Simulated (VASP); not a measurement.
## KPt: single point with r2SCAN

The system is KPt.

```xyz
2
Lattice="3.0008 0.0000 0.0000 -1.5004 2.5988 0.0000 0.0000 0.0000 5.3456" Properties=species:S:1:pos:R:3 pbc="T T T"
Pt    1.5004    0.8663    0.0000
K     0.0000    0.0000    2.6728
```

```yaml
Program: VASP 6.6.1
Task: single point
Functional: r2SCAN
Potentials_or_basis: VASP PAW PBE potentials, release 64 (Pt, K_sv)
Cutoff: 520 eV
k_mesh: 14 × 14 × 7
Occupations: methfessel-paxton, width 0.1 eV
Spin: no spin polarisation
Dipole_correction: no
Further_INCAR_settings: ALGO = Normal; EDIFF = 1e-06; NBANDS = 16
```

```yaml
Pressure: -2.2 GPa
```

Stress tensor (GPa, compression positive):
```
-2.43  0.00  0.00
 0.00 -2.43  0.00
 0.00  0.00 -1.83
```

Levels at points of the mesh, in eV from the Fermi level:
| k point | band 7 | band 8 | band 9 | band 10 | band 11 | band 12 | band 13 | band 14 |
| --- | --- | --- | --- | --- | --- | --- | --- | --- |
| (0.00, 0.00, 0.00) | -2.52 | -2.52 | -1.21 | -1.21 | 1.65 | 2.07 | 5.73 | 5.73 |
| (0.50, 0.00, 0.00) | -2.50 | -1.75 | 0.00 | 0.47 | 1.92 | 2.38 | 3.70 | 8.34 |

Run time: 110 s on 1 thread of Intel(R) Xeon(R) Platinum 8375C CPU @ 2.90GHz (Ice Lake) (shared host), peak memory 0.22 GiB.

Caveat: the PAW data sets were made with another functional, which shifts forces and pressure a little; spin-orbit coupling is left out, which moves the levels of the heavy elements.
